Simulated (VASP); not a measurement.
Set up this calculation in VASP 6.6.1, as the native input.

```yaml
Task: single point
Functional: PBEsol
Potentials_or_basis: VASP PAW PBE potentials, release 64 (P, B)
Cutoff: 500 eV
k_mesh: 8 × 8 × 8
Occupations: fermi-dirac, width 0.01 eV
Spin: no spin polarisation
Dipole_correction: no
Further_INCAR_settings: ALGO = Normal; EDIFF = 1e-06; NBANDS = 11
```

The structure of BP lies in POSCAR:

```
BP
1.0
    0.0000000000      2.2690000000      2.2690000000
    2.2690000000      0.0000000000      2.2690000000
    2.2690000000      2.2690000000      0.0000000000
P B
1 1
Direct
    0.7500000000      0.7500000000      0.7500000000
    0.0000000000      0.0000000000      0.0000000000
```

The input as run:

INCAR

```
SYSTEM = BP
PREC     = Accurate       ! precision mode
ENCUT    = 500            ! plane-wave cutoff, eV
EDIFF    = 1E-6           ! SCF threshold, eV
ISMEAR   = -1             ! smearing method
SIGMA    = 0.01           ! smearing width, eV
LREAL    = .FALSE.        ! projectors in reciprocal space
LASPH    = .TRUE.         ! aspherical terms in the spheres
NELM     = 120            ! most SCF steps
ALGO     = Normal         ! electronic algorithm
ISIF     = 2              ! what is computed and relaxed
LWAVE    = .FALSE.        ! write WAVECAR
LCHARG   = .FALSE.        ! write CHGCAR
GGA      = PS             ! functional
NBANDS   = 11             ! bands
GGA_COMPAT= .FALSE.
```

KPOINTS

```
Automatic mesh
0
G
  8 8 8
  0 0 0
```

Potentials or basis: VASP PAW PBE potentials, release 64 (P, B).

Launch:

```console
$ cat potpaw_PBE.64/P/POTCAR potpaw_PBE.64/B/POTCAR > POTCAR
$ mpirun -np 1 vasp_std > vasp.out
```

Results of the run:

```json
{"Pressure": "-1.8 GPa", "Band gap on the k mesh": "1.16 eV, indirect (least direct gap 3.36 eV)"}
```

Caveat: the PAW data sets were made with another functional, which shifts forces and pressure a little.

Wall time 2.6 s on 1 thread of Intel(R) Xeon(R) 6975P-C (Granite Rapids), on a shared host, peak memory 0.13 GiB.
